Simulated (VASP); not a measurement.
# P (Pm-3m) in VASP: a series of runs, part 2 of 2

VASP 6.6.1. Earlier steps stand in the parts before.

## Step 3: Single point, r2SCAN (14.05 Å³/atom)

This run uses another cell than the first one, of 14.05 Å³/atom.

POSCAR reads:

```
P
1.0
    2.4127253546      0.0000000000      0.0000000000
    0.0000000000      2.4127253546      0.0000000000
    0.0000000000      0.0000000000      2.4127253546
P
1
Direct
    0.0000000000      0.0000000000      0.0000000000
```

INCAR.step1 reads:

```
SYSTEM = P
PREC     = Accurate       ! precision mode
ENCUT    = 520            ! plane-wave cutoff, eV
ISMEAR   = 0              ! smearing method
SIGMA    = 0.1            ! smearing width, eV
LREAL    = .False.        ! projectors in reciprocal space
LASPH    = .True.         ! aspherical terms in the spheres
NELM     = 100            ! most SCF steps
NBANDS   = 8              ! bands
GGA      = PE             ! functional
ALGO     = Normal         ! electronic algorithm
EDIFF    = 1E-4           ! SCF threshold, eV
LWAVE    = .True.         ! write WAVECAR
LCHARG   = .False.        ! write CHGCAR
```

INCAR.step2 reads:

```
SYSTEM = P
PREC     = Accurate       ! precision mode
ENCUT    = 520            ! plane-wave cutoff, eV
EDIFF    = 1E-6           ! SCF threshold, eV
ISMEAR   = 0              ! smearing method
SIGMA    = 0.1            ! smearing width, eV
LREAL    = .False.        ! projectors in reciprocal space
LASPH    = .True.         ! aspherical terms in the spheres
NELM     = 100            ! most SCF steps
ALGO     = Normal         ! electronic algorithm
ISIF     = 2              ! what is computed and relaxed
LWAVE    = .False.        ! write WAVECAR
LCHARG   = .False.        ! write CHGCAR
METAGGA  = R2SCAN         ! meta-GGA
LMIXTAU  = .True.       
NBANDS   = 8              ! bands
ISTART   = 1
```

KPOINTS reads:

```
Automatic mesh
0
Gamma
  18 18 18
  0 0 0
```

Potentials or basis: VASP PAW PBE potentials, release 64 (P).

Command:

```console
$ cat potpaw_PBE.64/P/POTCAR > POTCAR
$ cp INCAR.step1 INCAR
$ mpirun -np 1 vasp_std > vasp.out
$ cp INCAR.step2 INCAR
$ mpirun -np 1 vasp_std > vasp.out
```

Wall time 38 s (1 thread of Intel Xeon Platinum 8488C (Sapphire Rapids), shared host); peak memory 0.13 GiB.

The run converged. Its results:

| Property | Result |
| --- | --- |
| Free energy | -8.8056 eV |
| Pressure | 3.2 GPa |
| Band gap on the k mesh | zero (an odd number of electrons rules out a gap without spin polarisation) |

Levels at points of the mesh, in eV from the Fermi level:
| k point | band 1 | band 2 | band 3 | band 4 | band 5 | band 6 | band 7 | band 8 |
| --- | --- | --- | --- | --- | --- | --- | --- | --- |
| (0.00, 0.00, 0.00) | -17.63 | 5.63 | 5.63 | 5.63 | 7.20 | 7.20 | 16.15 | 26.50 |
| (0.50, 0.00, 0.00) | -12.91 | -9.30 | 8.81 | 8.81 | 9.91 | 15.42 | 15.42 | 18.32 |
| (0.50, 0.50, 0.00) | -7.68 | -5.69 | -5.69 | 1.17 | 11.80 | 18.15 | 18.15 | 18.72 |
| (0.50, 0.50, 0.50) | -2.34 | -2.34 | -2.34 | -0.93 | 5.02 | 5.02 | 5.02 | 12.02 |

Caveat: the cell stands under pressure; the PAW data sets were made with another functional, which shifts forces and pressure a little.

## Step 4: Single point, r2SCAN (14.91 Å³/atom)

This run uses another cell than the first one, of 14.91 Å³/atom.

POSCAR reads:

```
P
1.0
    2.4614804167      0.0000000000      0.0000000000
    0.0000000000      2.4614804167      0.0000000000
    0.0000000000      0.0000000000      2.4614804167
P
1
Direct
    0.0000000000      0.0000000000      0.0000000000
```

INCAR.step1 reads:

```
PREC = Accurate
ENCUT = 520
ISMEAR = 0
SIGMA = 0.1
LREAL = False
LASPH = True
NELM = 100
NBANDS = 8
GGA = PE
ALGO = Normal
EDIFF = 1E-4
LWAVE = True
LCHARG = False
```

INCAR.step2 reads:

```
PREC = Accurate
ENCUT = 520
EDIFF = 1E-6
ISMEAR = 0
SIGMA = 0.1
LREAL = False
LASPH = True
NELM = 100
ALGO = Normal
ISIF = 2
LWAVE = False
LCHARG = False
METAGGA = R2SCAN
LMIXTAU = True
NBANDS = 8
ISTART = 1
```

KPOINTS reads:

```
Automatic mesh
0
Gamma
  18 18 18
```

Command:

```console
$ cat potpaw_PBE.64/P/POTCAR > POTCAR
$ cp INCAR.step1 INCAR
$ mpirun -np 1 vasp_std > vasp.out
$ cp INCAR.step2 INCAR
$ mpirun -np 1 vasp_std > vasp.out
```

It took 59 s on 1 thread of Intel Xeon Platinum 8488C (Sapphire Rapids), shared host; peak memory 0.13 GiB.

Results (log left out):

```yaml
Free_energy: -8.8039 eV
Pressure: -3.5 GPa
Band_gap_on_the_k_mesh: zero (an odd number of electrons rules out a gap without spin polarisation)
```

Levels at points of the mesh, in eV from the Fermi level:
| k point | band 1 | band 2 | band 3 | band 4 | band 5 | band 6 | band 7 |
| --- | --- | --- | --- | --- | --- | --- | --- |
| (0.00, 0.00, 0.00) | -17.00 | 5.27 | 5.27 | 5.27 | 7.29 | 7.29 | 15.35 |
| (0.50, 0.00, 0.00) | -12.60 | -8.77 | 8.18 | 8.18 | 9.87 | 15.15 | 15.15 |
| (0.50, 0.50, 0.00) | -7.77 | -5.39 | -5.39 | 1.54 | 10.90 | 17.74 | 17.74 |
| (0.50, 0.50, 0.50) | -2.27 | -2.27 | -2.27 | -1.69 | 5.22 | 5.22 | 5.22 |

Caveat: the cell stands under tension; the PAW data sets were made with another functional, which shifts forces and pressure a little.

## Step 5: Single point, r2SCAN (15.35 Å³/atom)

This run uses another cell than the first one, of 15.35 Å³/atom.

POSCAR reads:

```
P
1.0
    2.4851499497      0.0000000000      0.0000000000
    0.0000000000      2.4851499497      0.0000000000
    0.0000000000      0.0000000000      2.4851499497
P
1
Direct
    0.0000000000      0.0000000000      0.0000000000
```

Changes to INCAR.step1 since step 4:

```diff
@@ -6,3 +6,3 @@
 LASPH = True
-NELM = 100
+NELM = 60
 NBANDS = 8
```

INCAR.step2 reads:

```
PREC = Accurate
ENCUT = 520
EDIFF = 1E-6
ISMEAR = 0
SIGMA = 0.1
LREAL = False
LASPH = True
NELM = 60
ALGO = Normal
ISIF = 2
LWAVE = False
LCHARG = True
METAGGA = R2SCAN
LMIXTAU = True
LELF = True
LVHAR = True
NBANDS = 8
ISTART = 1
```

KPOINTS is that of step 4.

Command:

```console
$ cat potpaw_PBE.64/P/POTCAR > POTCAR
$ cp INCAR.step1 INCAR
$ mpirun -np 1 vasp_std > vasp.out
$ cp INCAR.step2 INCAR
$ mpirun -np 1 vasp_std > vasp.out
```

Wall time 51 s (1 thread of Intel Xeon Platinum 8488C (Sapphire Rapids), shared host); peak memory 0.13 GiB.

It converged, with:

| Property | Result |
| --- | --- |
| Free energy | -8.7905 eV |
| Pressure | -6.4 GPa |
| Band gap on the k mesh | zero (an odd number of electrons rules out a gap without spin polarisation) |

Levels at points of the mesh, in eV from the Fermi level:
| k point | band 1 | band 2 | band 3 | band 4 | band 5 | band 6 | band 7 | band 8 |
| --- | --- | --- | --- | --- | --- | --- | --- | --- |
| (0.00, 0.00, 0.00) | -16.72 | 5.10 | 5.10 | 5.10 | 7.32 | 7.32 | 14.97 | 25.25 |
| (0.50, 0.00, 0.00) | -12.47 | -8.53 | 7.88 | 7.88 | 9.84 | 15.02 | 15.02 | 17.49 |
| (0.50, 0.50, 0.00) | -7.82 | -5.25 | -5.25 | 1.70 | 10.48 | 17.55 | 17.55 | 17.56 |
| (0.50, 0.50, 0.50) | -2.25 | -2.25 | -2.25 | -2.03 | 5.31 | 5.31 | 5.31 | 11.95 |

Caveat: the cell stands under tension; the PAW data sets were made with another functional, which shifts forces and pressure a little.

## Step 6: The runs side by side

```csv
cell,gap on the mesh (eV),pressure (GPa)
"a = 2.388 Å, 1 atom",none,7.6
"a = 2.413 Å, 1 atom",none,3.2
"a = 2.461 Å, 1 atom",none,-3.5
"a = 2.485 Å, 1 atom",none,-6.4
```

Alike in all rows: task single point; level r2SCAN; potentials or basis VASP PAW PBE potentials, release 64 (P); no spin polarisation; k mesh 18 × 18 × 18; cutoff (eV) 520; smearing gaussian 0.1 eV.

Caveats: the PAW data sets were made with another functional, which shifts forces and pressure a little; the cell stands under pressure (at least some runs); the cell stands under tension (at least some runs).

Absolute energies hang on the potentials; compare differences alone.
